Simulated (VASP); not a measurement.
Wanted: the native input for a VASP 6.6.1 run.

```yaml
Task: single point
Functional: PBE
Dispersion: D3(BJ)
Potentials_or_basis: VASP PAW PBE potentials, release 64 (Ga_d, H)
Cutoff: 520 eV
k_mesh: 3 × 2 × 3
Occupations: fermi-dirac, width 0.1 eV
Spin: no spin polarisation
Dipole_correction: no
Further_INCAR_settings: LREAL = Auto; ALGO = Normal; EDIFF = 1e-06; NBANDS = 118
```

The structure of Ga16H (a cell with a defect) lies in POSCAR:

```
Ga16H
1.0
   -5.8000000000      0.0000000000      0.0000000000
    0.0000000000     -8.1300000000      0.0000000000
    0.0000000000      0.0000000000      6.3400000000
Ga H
16 1
Direct
   14.7733448276     11.2527552276     -6.6865930599
    0.4031896552      1.5747601476      0.3157255521
   16.7705517241     47.5792250923      6.0267034700
   -0.2521379310      0.9238007380      2.0511671924
  -14.6533965517     24.8090159902    -16.4846845426
   -7.2887586207      1.0897908979      1.8635646688
    0.2664827586     -0.8062976630      1.2036435331
   -0.5273275862      1.4755596556     -0.7405993691
    0.7500689655     -9.6289667897      9.3203943218
    1.3787758621      0.3147847478     -0.3647634069
    0.2413275862     -0.1417835178     -2.1144952681
    0.5897068966     -0.4731734317      0.4102365931
    9.7864482759    -20.8058056581     23.8040063091
  -16.4158448276    -48.4988068881     -9.9678075710
   -3.2963620690      0.1090036900     -3.2841640379
    2.8606379310      1.1564206642     -1.7635015773
   58.5878965517   -128.8800123001    368.1549526814
```

These files were run (other wordings do the same):

INCAR

```
SYSTEM = Ga16H
ALGO     = Normal         ! electronic algorithm
EDIFF    = 1E-6           ! SCF threshold, eV
ENCUT    = 520            ! plane-wave cutoff, eV
GGA      = PE             ! functional
ISIF     = 2              ! what is computed and relaxed
ISMEAR   = -1             ! smearing method
IVDW     = 12             ! dispersion correction
LASPH    = .True.         ! aspherical terms in the spheres
LCHARG   = .False.        ! write CHGCAR
LREAL    = Auto         
LWAVE    = .False.        ! write WAVECAR
NBANDS   = 118            ! bands
NELM     = 100            ! most SCF steps
PREC     = Accurate       ! precision mode
SIGMA    = 0.1            ! smearing width, eV
```

KPOINTS

```
k-points
0
Gamma
  3 2 3
  0 0 0
```

Potentials or basis: VASP PAW PBE potentials, release 64 (Ga_d, H).

Launch:

```sh
$ cat potpaw_PBE.64/Ga_d/POTCAR potpaw_PBE.64/H/POTCAR > POTCAR
$ mpirun -np 1 vasp_std > vasp.out
```

Results of the run:

- Pressure: 587.6 GPa
- Largest force: 815.243 eV/Å
- Band gap on the k mesh: zero (an odd number of electrons rules out a gap without spin polarisation)
- Dispersion energy per atom: -0.300 eV

Caveat: the k points lie up to 0.39 Å⁻¹ apart, too coarse for converged energies and pressures of a metal; atoms lie so close that the PAW spheres overlap strongly, which falsifies energies and pressures; the atoms stand as in a frame of molecular dynamics.

Wall time 11 min on 1 thread of Intel(R) Xeon(R) Platinum 8488C (Sapphire Rapids), on a shared host, peak memory 0.47 GiB.
